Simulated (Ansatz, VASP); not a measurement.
# AlGaN2 in VASP and in Ansatz

```
Al Ga N
1.0
     3.22940    0.00000    0.00000
     0.00000    3.22940    0.00000
     0.00000    0.00000    4.18464
Al Ga N
1 1 2
Direct
  0.50000 0.50000 0.50000
  0.00000 0.00000 0.00000
  0.50000 0.00000 0.73826
  0.00000 0.50000 0.26174
```

Alike in both runs: task single point; functional r2SCAN; k mesh 8 × 8 × 6; occupations gaussian, width 0.05 eV; no spin polarisation.

```csv
,VASP,Ansatz
version,VASP 6.6.1,Ansatz 0.2.0
potentials or method,"VASP PAW PBE potentials, release 64 (Al, Ga_d, N), cutoff 520 eV","scalar-relativistic, plane waves, PAW"
valence electrons in the cell,26,26
```

Ansatz gave:

| Quantity | Value |
| --- | --- |
| gap on the k mesh at the Fermi level (eV) | 3.33 |
| least direct gap on the mesh (eV) | 3.33 |
| pressure (GPa) | -1.0 |
| traceless stress, the component that is largest in VASP (GPa) | 6.22 |
| rms of the force components (eV/Å) | 0.024 |

Task: Which values does VASP return?

Result: gap on the k mesh at the Fermi level (eV): 3.35; least direct gap on the mesh (eV): 3.35; pressure (GPa): -0.7; traceless stress, the component that is largest in VASP (GPa): 6.20; rms of the force components (eV/Å): 0.057.

VASP's potentials were made for PBE, not for r2SCAN. Atom by atom the forces differ by 0.034 eV/Å (rms over components). The functional is the same, so the differences come from potentials, cutoffs and numerics.
